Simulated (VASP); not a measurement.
# B3N2 (Fmm2) in VASP: single point with PBE

Aim: the single point of B3N2 with PBE.

Program: VASP 6.6.1. These are calculated values, not measurements. Logs are shortened: lines on timing, memory, paths and dates and some standing lists are left out, and cuts for length are marked.

### 1 The cell of the first run

Symmetry: Fmm2, No. 42, orthorhombic system. The conventional cell has a = 7.165 Å, b = 8.699 Å, c = 3.034 Å, α = 90.00°, β = 90.00°, γ = 90.00°. Within 2.1 Å of B (site symmetry m) lie 3 B at 1.61 to 1.98 Å. B (site symmetry mm2) has 2 N at 1.44 Å within 1.9 Å. N (site symmetry m) has 1 B at 1.44 Å and 2 N at 1.69 Å within 1.9 Å.

The cell was generated, and may not be a known phase.

### 2 Single point, PBE

The input, INCAR:

```
SYSTEM = B3N2
  PREC = Accurate
  ENCUT = 520
  EDIFF = 1E-7
  ISMEAR = 0
  SIGMA = 0.1
  LREAL = .False.
  LASPH = .True.
  NELM = 80
  ALGO = Normal
  ISIF = 2
  LWAVE = .False.
  LCHARG = .True.
  GGA = PE
  LELF = .True.
  LVHAR = .True.
  NBANDS = 18
```

The input, KPOINTS:

```
Automatic mesh
0
Gamma
  14 14 14
  0 0 0
```

The input, POSCAR:

```
B3N2
1.0
    0.0000000000      4.3496206689      1.5171727346
    3.5826498661      0.0000000000      1.5171727346
    3.5826498661      4.3496206689      0.0000000000
B N
3 2
Direct
    0.1336746874      0.5733422103      0.4266577897
    0.5733422103      0.1336746874      0.8663253126
    0.1888797773      0.1888797773      0.8111202227
    0.3096657185      0.9140715915      0.6903342815
    0.9140715915      0.3096657185      0.0859284085
```

Potentials or basis: VASP PAW PBE potentials, release 64 (B, N).

Started as:

```bash
$ cat potpaw_PBE.64/B/POTCAR potpaw_PBE.64/N/POTCAR > POTCAR
$ mpirun -np 1 vasp_std > vasp.out
```

OUTCAR:

```text
SYSTEM = B3N2
   PREC = Accurate
   ENCUT = 520
   EDIFF = 1E-7
   ISMEAR = 0
   LREAL = .False.
   LASPH = .True.
   NELM = 80
   ISIF = 2
   GGA = PE

 ion  position               nearest neighbor table
   1  0.134  0.573  0.427-   2 1.61   2 1.61   3 1.98
   2  0.573  0.134  0.866-   1 1.61   1 1.61   3 1.98
   3  0.189  0.189  0.811-   4 1.44   5 1.44   1 1.98   2 1.98
   4  0.310  0.914  0.690-   3 1.44   5 1.69   5 1.69
   5  0.914  0.310  0.086-   3 1.44   4 1.69   4 1.69

  LATTYP: Found a face centered orthorhombic cell.
 ALAT       =     3.0343454692
 B/A-ratio  =     2.3613987942
 C/A-ratio  =     2.8669251495

  Lattice vectors:

 A1 = (  -3.5826498661,  -4.3496206689,   0.0000000000)
 A2 = (   0.0000000000,  -4.3496206689,   1.5171727346)
 A3 = (  -3.5826498661,   0.0000000000,   1.5171727346)

Analysis of symmetry for initial positions (statically):
=====================================================================
 Subroutine PRICEL returns:
 Original cell was already a primitive cell.

 Routine SETGRP: Setting up the symmetry group for a
 face centered orthorhombic supercell.

 Subroutine GETGRP returns: Found  4 space group operations
 (whereof  4 operations were pure point group operations)
 out of a pool of  8 trial point group operations.

The static configuration has the point symmetry C_2v.

Analysis of symmetry for dynamics (positions and initial velocities):
=====================================================================
 Subroutine PRICEL returns:
 Original cell was already a primitive cell.

 Routine SETGRP: Setting up the symmetry group for a
 face centered orthorhombic supercell.

 Subroutine GETGRP returns: Found  4 space group operations
 (whereof  4 operations were pure point group operations)
 out of a pool of  8 trial point group operations.

The dynamic configuration has the point symmetry C_2v.

 Subroutine INISYM returns: Found  4 space group operations
 (whereof  4 operations are pure point group operations),
 and found     1 'primitive' translations

----------------------------------------------------------------------------------------

                                     Primitive cell

  volume of cell :      47.2847

[... 94 lines left out ...]
   EDIFF  = 0.1E-06   stopping-criterion for ELM
   LREAL  =      F    real-space projection
   EDIFFG = 0.1E-05   stopping-criterion for IOM
   NSW    =      0    number of steps for IOM
   IBRION =     -1    ionic relax: 0-MD 1-quasi-New 2-CG
   NFREE  =      0    steps in history (QN), initial steepest desc. (CG)
   ISIF   =      2    stress and relaxation
   ISYM   =      2    0-nonsym 1-usesym 2-fastsym
   POTIM  = 0.5000    time-step for ionic-motion
   TEBEG  =    0.0;   TEEND  =   0.0 temperature during run
   PSTRESS=    0.0 pullay stress
   NELECT =      19.0000    total number of electrons
   NUPDOWN=      -1.0000    fix difference up-down
   EMIN   =  10.00;   EMAX   =-10.00  energy-range for DOS
   EFERMI =   0.00;   METHOD = LEGACY
   ISMEAR =     0;   SIGMA  =   0.10  broadening in eV -4-tet -1-fermi 0-gaus
   EFERMI_NEDOS =   21; number of points for ismear=-14 and -15
   IALGO  =     38    algorithm
   IMIX   =      4    mixing-type and parameters
     AMIX     =   0.40;   BMIX     =  1.00
     AMIX_MAG =   1.60;   BMIX_MAG =  1.00
  volume/ion in A,a.u.               =       9.46        63.82
  Fermi-wavevector in a.u.,A,eV,Ry     =   1.208052  2.282888 19.856215  1.459391
  Thomas-Fermi vector in A             =   2.343672
   LORBIT       =      0    0 simple, 1 ext, 2 COOP (PROOUT), +10 PAW based schemes
   GGA     = PE    functional components
   LHFCALC =     F    Hartree Fock is set to
   AEXX    =    0.0000 exact exchange contribution
   IVDW    =     0    specifies the selected vdW correction
   LEPSILON=     F    determine dielectric tensor
   LRPA    =     F    only Hartree local field effects (RPA)
 non-spin polarized calculation
 Gauss-broadening in eV      SIGMA  =   0.10
  energy-cutoff  :      520.00
  volume of cell :       47.28
 maximum number of plane-waves:      1294
 NGX is ok and might be reduce to    36
   NGX = 17   NGY = 15   NGZ = 21

 number of electron      19.0000000 magnetization

 Free energy of the ion-electron system (eV)
  ---------------------------------------------------
  ext. energy  EPLUGINS =         0.00000000
  ---------------------------------------------------
  free energy    TOTEN  =       -29.78498823 eV

  energy without entropy =      -29.77895510  energy(sigma->0) =      -29.78197166

 E-fermi :   3.7500     XC(G=0): -10.4810

 val. band max:        3.7482620247   @ k =  -0.4286   0.2857  -0.0000
 cond. band min:       3.7522421079   @ k =   0.5000   0.5000   0.0000
 fundamental gap:      0.0039800832
 Fermi energy:         3.7500291588

 k-point     1 :       0.0000    0.0000    0.0000
  band No.  band energies     occupation
      1     -15.9097      2.00000
      2      -9.7285      2.00000
      3      -5.9935      2.00000
      4      -4.0973      2.00000
      5      -3.3987      2.00000
      6      -2.6416      2.00000
[... 481 lines left out ...]
      5      -3.7064      2.00000
      6      -2.9549      2.00000
[... 10 lines left out ...]
     17      13.5352      0.00000
     18      15.6139      0.00000

 [... further k-points ...]

------------------------ aborting loop because EDIFF is reached ----------------------------------------

  FORCE on cell =-STRESS in cart. coord.  units (eV):
  Direction    XX          YY          ZZ          XY          YZ          ZX
  --------------------------------------------------------------------------------------
  -------------------------------------------------------------------------------------
  Total       -0.0061047     -0.0175216     -0.0916257      0.0000000      0.0000000      0.0000000
  in kB       -0.2068495     -0.5936936     -3.1046109      0.0000000      0.0000000      0.0000000
  external PRESSURE =      -1.3017180 kB  Pullay stress =       0.0000000 kB

 VOLUME and BASIS-vectors are now :
 -----------------------------------------------------------------------------
  energy-cutoff  :      520.00
  volume of cell :       47.28
      direct lattice vectors                 reciprocal lattice vectors
     0.000000000  4.349620669  1.517172735    -0.139561503  0.114952553  0.329560365
     3.582649866  0.000000000  1.517172735     0.139561503 -0.114952553  0.329560365
     3.582649866  4.349620669  0.000000000     0.139561503  0.114952553 -0.329560365

 POSITION                                       TOTAL-FORCE (eV/Angst)
 -----------------------------------------------------------------------------------
      3.58265      2.43723      1.07267        -0.000000      0.001686      0.002721
      3.58265      6.26201      1.07267        -0.000000     -0.001686      0.002721
      3.58265      4.34962      0.57313        -0.000000      0.000000      0.008912
      5.74802      4.34962      1.85662        -0.017143      0.000000     -0.007177
      1.41728      4.34962      1.85662         0.017143      0.000000     -0.007177
 -----------------------------------------------------------------------------------
    total drift:                                0.000002      0.000013      0.000004

  FREE ENERGIE OF THE ION-ELECTRON SYSTEM (eV)
  ---------------------------------------------------
  free  energy   TOTEN  =       -29.7849882263 eV

  energy  without entropy=      -29.7789550987  energy(sigma->0) =      -29.78197166
```

Wall time 3.6 min (1 thread of Intel Xeon 6975P-C (Granite Rapids), shared host); peak memory 0.41 GiB.

Results:

- Free energy: -29.7850 eV
- Pressure: -0.1 GPa
- Largest force: 0.019 eV/Å
- Band gap on the k mesh: zero (an odd number of electrons rules out a gap without spin polarisation)

Forces in eV/Å, atoms in the order of the input:
```
B    0.000  0.002  0.003
B    0.000 -0.002  0.003
B    0.000  0.000  0.009
N   -0.017  0.000 -0.007
N    0.017  0.000 -0.007
```

Stress tensor (GPa, compression positive):
```
-0.02  0.00  0.00
 0.00 -0.06  0.00
 0.00  0.00 -0.31
```

Caveat: an odd number of electrons without spin polarisation forces a metal; a magnetic or distorted state may lie lower.
